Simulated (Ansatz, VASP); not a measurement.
CaO: VASP beside Ansatz

```xyz
2
Lattice="0.0000 2.4154 2.4154 2.4154 0.0000 2.4154 2.4154 2.4154 0.0000" Properties=species:S:1:pos:R:3 pbc="T T T"
Ca    0.0000    0.0000    0.0000
O     2.4154    2.4154    2.4154
```

Alike in both runs: functional PBE; k mesh 8 × 8 × 8; occupations gaussian, width 0.02 eV; no spin polarisation.

Ansatz relaxed the structure, and its values are those at the end. VASP's run is a single point on that final structure, the one shown.

|  | VASP | Ansatz |
| --- | --- | --- |
| version | VASP 6.6.1 | Ansatz 0.2.0 |
| potentials or method | VASP PAW PBE potentials, release 64 (Ca_sv, O), cutoff 520 eV | scalar-relativistic, plane waves, PAW |
| valence electrons in the cell | 16 | 16 |

|  | VASP | Ansatz | Ansatz less VASP |
| --- | --- | --- | --- |
| gap on the k mesh at the Fermi level (eV) | 3.64 | 3.66 | +0.018 |
| least direct gap on the mesh (eV) | 4.02 | 4.03 | +0.018 |
| pressure (GPa) | 0.6 | 0.0 | -0.56 |
